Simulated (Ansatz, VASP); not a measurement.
Two plane-wave programs on PbS

Contents of INCAR:

```
PREC = Accurate
ENCUT = 520
EDIFF = 1E-6
ISMEAR = 0
SIGMA = 0.01
LREAL = False
LASPH = True
NELM = 100
ALGO = Normal
ISIF = 2
LWAVE = False
LCHARG = True
GGA = PE
LELF = True
LVHAR = True
NBANDS = 28
```

The input KPOINTS:

```
Automatic mesh
0
Gamma
  12 12 4
```

The input POSCAR:

```
PbS
1.0
    2.0429167946     -3.5384929420      0.0000000000
    2.0429167946      3.5384929420      0.0000000000
    0.0000000000      0.0000000000      7.4692078618
Pb S
2 2
Direct
   -0.0000017245      1.0000017245      0.4829158820
    1.0000017245     -0.0000017245      0.9829158820
    0.6666675235      0.3333324765      0.6962841180
    0.3333324765      0.6666675235      0.1962841180
```

Input for Ansatz:

```yaml
crystal:
  lattice:
    - [2.0429167946, -3.538492942, 0.0]
    - [2.0429167946, 3.538492942, 0.0]
    - [0.0, 0.0, 7.4692078618]
  atoms:
    - { symbol: Pb, position: [-1.7245e-06, 1.0000017245, 0.482915882] }
    - { symbol: Pb, position: [1.0000017245, -1.7245e-06, 0.982915882] }
    - { symbol: S, position: [0.6666675235, 0.3333324765, 0.696284118] }
    - { symbol: S, position: [0.3333324765, 0.6666675235, 0.196284118] }
kpoints:
  mp_grid: { grid: [12, 12, 4] }
  band_path:
    path:
      - [0.0, 0.0, 0.0]
      - [-4.0454e-06, 0.5000010113, 0.0]
      - [-0.3333394015, 0.6666707121, 0.0]
      - [0.0, 0.0, 0.5]
      - [-4.0454e-06, 0.5000010113, 0.5]
      - [-0.3333394015, 0.6666707121, 0.5]
      - [-0.0625, 0.054688, 0.0]
      - [-4.045e-07, 0.0500001011, 0.0]
    npoints: 1
hamiltonian:
  xc: pbe
scf:
  occupations: { method: fixed }
  n_extra_bands: 5
output:
  forces: true
  stress: true
  eigenvalues: true
```

Alike in both runs: task single point; functional PBE; k mesh 12 × 12 × 4; no spin polarisation.

|  | VASP | Ansatz |
| --- | --- | --- |
| version | VASP 6.6.1 | Ansatz 0.2.0 |
| potentials or method | VASP PAW PBE potentials, release 64 (Pb_d, S) | plane waves, PAW |
| plane-wave cutoff (eV) | 520 | 420 |
| occupations | gaussian, width 0.01 eV | fixed |
| valence electrons in the cell | 40 | 40 |

```csv
,VASP,Ansatz,Ansatz less VASP
gap on the k mesh at the Fermi level (eV),0.39,0.39,-0.004
pressure (GPa),1.9,1.9,+0.07
"traceless stress, the component that is largest in VASP (GPa)",-0.08,-0.07,+0.005
rms of the force components (eV/Å),0.035,0.034,-0.0017
```

Atom by atom the forces differ by 0.002 eV/Å (rms over components). Ansatz's warnings: near symmetry operations not taken.

Neither program's run includes spin-orbit coupling.
